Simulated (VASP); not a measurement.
Input of a VASP 6.6.1 run:

Contents of POSCAR:

```
TiO2
1.0
    2.6665079361     -2.6665858463     -0.0200971206
    2.6665079361      2.6665858463     -0.0200971206
   -2.6306875315      0.0000000000      4.7967982586
Ti O
2 4
Direct
    0.1249924872      0.8750075128      0.2500000000
    0.8750075128      0.1249924872      0.7500000000
    0.3325720613      0.0825473980      0.6651329587
    0.6674279387      0.9174526020      0.3348670413
    0.9174526020      0.6674279387      0.8348670413
    0.0825473980      0.3325720613      0.1651329587
```

The input INCAR.step1:

```
ALGO = Normal ; EDIFF = 1E-4
ENCUT = 520 ; GGA = PE
ISMEAR = 0 ; LASPH = T
LCHARG = F ; LREAL = F
LWAVE = T ; NBANDS = 33
NELM = 100 ; PREC = Accurate
SIGMA = 0.02
```

Contents of INCAR.step2:

```
ALGO = Normal ; EDIFF = 1E-6
ENCUT = 520 ; ISIF = 2
ISMEAR = 0 ; ISTART = 1
IVDW = 13 ; LASPH = T
LCHARG = T ; LELF = T
LMIXTAU = T ; LREAL = F
LVHAR = T ; LWAVE = F
METAGGA = R2SCAN ; NBANDS = 33
NELM = 100 ; PREC = Accurate
SIGMA = 0.02 ; VDW_A1 = 0.51559235
VDW_A2 = 5.77342911 ; VDW_S6 = 1.0
VDW_S8 = 0.6018749
```

KPOINTS

```
k-points
0
Gamma
  8 8 6
```

Potentials or basis: VASP PAW PBE potentials, release 64 (Ti_sv, O).

The run is started by

```sh
$ cat potpaw_PBE.64/Ti_sv/POTCAR potpaw_PBE.64/O/POTCAR > POTCAR
$ cp INCAR.step1 INCAR
$ mpirun -np 1 vasp_std > vasp.out
$ cp INCAR.step2 INCAR
$ mpirun -np 1 vasp_std > vasp.out
```

Predict the dispersion energy per atom.

-0.077 eV.

Predict the largest force.

0.026 eV/Å.

Predict the pressure.

1.3 GPa.

Stress tensor (GPa, compression positive):
```
1.34 0.00 0.00
0.00 1.34 0.00
0.00 0.00 1.12
```

Caveat: the PAW data sets were made with another functional, which shifts forces and pressure a little.
